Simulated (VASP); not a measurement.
Here is a VASP 6.6.1 calculation.

POSCAR

```
SiC
1.0
    0.0000000000      2.2392200000      2.2392200000
    2.2392200000      0.0000000000      2.2392200000
    2.2392200000      2.2392200000      0.0000000000
Si C
1 1
Direct
    0.0000000000      0.0000000000      0.0000000000
    0.7500000000      0.7500000000      0.7500000000
```

Contents of INCAR.step1:

```
SYSTEM = SiC
PREC = Accurate
ENCUT = 660
ISMEAR = 0
SIGMA = 0.05
LREAL = .False.
LASPH = .True.
NELM = 120
NBANDS = 11
GGA = PE
ALGO = Normal
EDIFF = 1E-5
LWAVE = .True.
LCHARG = .False.
GGA_COMPAT = .False.
```

Contents of INCAR.step2:

```
SYSTEM = SiC
PREC = Accurate
ENCUT = 660
EDIFF = 1E-6
ISMEAR = 0
SIGMA = 0.05
LREAL = .False.
LASPH = .True.
NELM = 120
ALGO = Normal
ISIF = 2
LWAVE = .False.
LCHARG = .False.
METAGGA = R2SCAN
LMIXTAU = .True.
NBANDS = 11
ISTART = 1
GGA_COMPAT = .False.
```

KPOINTS

```
Automatic mesh
0
Gamma
  12 12 12
  0 0 0
```

Potentials or basis: VASP PAW PBE potentials, release 64 (Si, C).

Command:

```sh
$ cat potpaw_PBE.64/Si/POTCAR potpaw_PBE.64/C/POTCAR > POTCAR
$ cp INCAR.step1 INCAR
$ mpirun -np 1 vasp_std > vasp.out
$ cp INCAR.step2 INCAR
$ mpirun -np 1 vasp_std > vasp.out
```

**Question.** Predict the band gap on the k mesh.

**Answer.** 1.77 eV, indirect (least direct gap 4.95 eV).

**Question.** Predict the pressure.

**Answer.** -16.3 GPa.

Caveat: the cell differs from its parent crystal (strain +0.030 along x and y, +0.030 along z); the PAW data sets were made with another functional, which shifts forces and pressure a little. A k mesh can miss the band edges.
